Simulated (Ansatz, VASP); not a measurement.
**One calculation of Sb, two programs**

```xyz
2
Lattice="4.0685 0.0000 0.0000 -2.0342 3.5234 0.0000 0.0000 0.0000 27.1000" Properties=species:S:1:pos:R:3 pbc="T T T"
Sb    0.0000    2.3489    7.0000
Sb    2.0342    1.1745    8.6500
```

Alike in both runs: functional PBE; dispersion D3(BJ); k mesh 12 × 12 × 1; occupations gaussian, width 0.03 eV; no spin polarisation.

Ansatz relaxed the structure, and its values are those at the end. VASP's run is a single point on that final structure, the one shown.

```csv
,VASP,Ansatz
version,VASP 6.6.1,Ansatz 0.2.0
potentials or method,"VASP PAW PBE potentials, release 64 (Sb), cutoff 400 eV","scalar-relativistic, plane waves, PAW"
valence electrons in the cell,10,30
```

Ansatz gave:

* gap on the k mesh at the Fermi level (eV): 1.18
* least direct gap on the mesh (eV): 1.67
* rms of the force components (eV/Å): 0.002

Problem. Estimate VASP's values.

Solution. gap on the k mesh at the Fermi level (eV): 1.19; least direct gap on the mesh (eV): 1.64; rms of the force components (eV/Å): 0.052.

VASP's potentials hold 10 valence electrons a cell and Ansatz's 30, so a difference there can come from the potentials and not from the codes. Ansatz's warnings: slab cell height set, structure snapped to symmetry.

Neither program's run includes spin-orbit coupling.
